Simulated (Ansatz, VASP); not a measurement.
# One calculation of Zn, two programs

```
Zn
1.0
     2.62483    0.00000    0.00000
    -1.31241    2.27317    0.00000
     0.00000    0.00000    5.02090
Zn
2
Direct
  0.33333 0.66667 0.25000
  0.66667 0.33333 0.75000
```

Change from the starting cell: strain -0.015 along x and y, +0.015 along z, atoms carried along.

Alike in both runs: task single point; functional PBE; k mesh 24 × 24 × 10; occupations gaussian, width 0.15 eV; no spin polarisation.

|  | VASP | Ansatz |
| --- | --- | --- |
| version | VASP 6.6.1 | Ansatz 0.2.0 |
| potentials or method | VASP PAW PBE potentials, release 64 (Zn), cutoff 520 eV | scalar-relativistic, plane waves, PAW |
| valence electrons in the cell | 24 | 24 |

```tsv
	VASP	Ansatz	Ansatz less VASP
gap on the k mesh at the Fermi level (eV)	none	none	-
pressure (GPa)	2.3	1.5	-0.81
traceless stress, the component that is largest in VASP (GPa)	-0.55	-0.38	+0.171
```

A gap of «none» marks a metal or a gap that the smearing closes.
